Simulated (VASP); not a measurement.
Wanted: the native input for a VASP 6.6.1 run.

- Task: relaxation of cell and atoms
- Functional: PBEsol
- Dispersion: D4
- Potentials or basis: VASP PAW PBE potentials, release 64 (Ge_d)
- Cutoff: 600 eV
- k mesh: 11 × 11 × 10
- Occupations: fermi-dirac, width 0.05 eV
- Spin: no spin polarisation
- Dipole correction: no
- Further INCAR settings: ALGO = Normal; EDIFF = 1e-06; IBRION = 2; EDIFFG = -0.01; NSW = 60; ISIF = 3

The structure of Ge lies in POSCAR:

```
Ge
1.0
    1.3971490000     -2.6005160000      0.0000000000
    1.3971490000      2.6005160000      0.0000000000
    0.0000000000      0.0000000000      2.6982310000
Ge
1
Direct
    0.5000000000      0.5000000000      0.0000000000
```

These files were run (other wordings do the same):

INCAR

```
PREC = Accurate
ENCUT = 600
EDIFF = 1E-6
ISMEAR = -1
SIGMA = 0.05
LREAL = False
LASPH = True
NELM = 100
ALGO = Normal
ISIF = 3
LWAVE = False
LCHARG = False
GGA = PS
IVDW = 13
IBRION = 2
NSW = 60
EDIFFG = -0.01
```

KPOINTS

```
Automatic mesh
0
Gamma
  11 11 10
```

Potentials or basis: VASP PAW PBE potentials, release 64 (Ge_d).

Launch:

```sh
$ cat potpaw_PBE.64/Ge_d/POTCAR > POTCAR
$ mpirun -np 1 vasp_std > vasp.out
```

It gave:

```json
{"Relaxed volume": "17.96 Å³/atom", "Relaxed cell": "a = 2.810 Å, b = 2.810 Å, c = 2.649 Å, α = 90.00°, β = 90.00°, γ = 120.86°", "Space group after relaxing (to 0.05 Å)": "Cmmm (No. 65)", "Energy gained by relaxing": "36.5 meV/atom", "Ionic steps": "10", "Pressure after relaxing": "0.0 GPa", "Band gap on the k mesh": "zero (band 7 reaches 13.95 eV, above the bottom of band 8 at 4.46 eV)", "Dispersion energy per atom": "-0.232 eV"}
```

Caveat: the PAW data sets were made with another functional, which shifts forces and pressure a little; pairwise dispersion overbinds metals, which lowers pressure and volume.

Run time: 4.6 min on 1 thread of Intel Xeon 8259CL (shared host), peak memory 0.19 GiB.
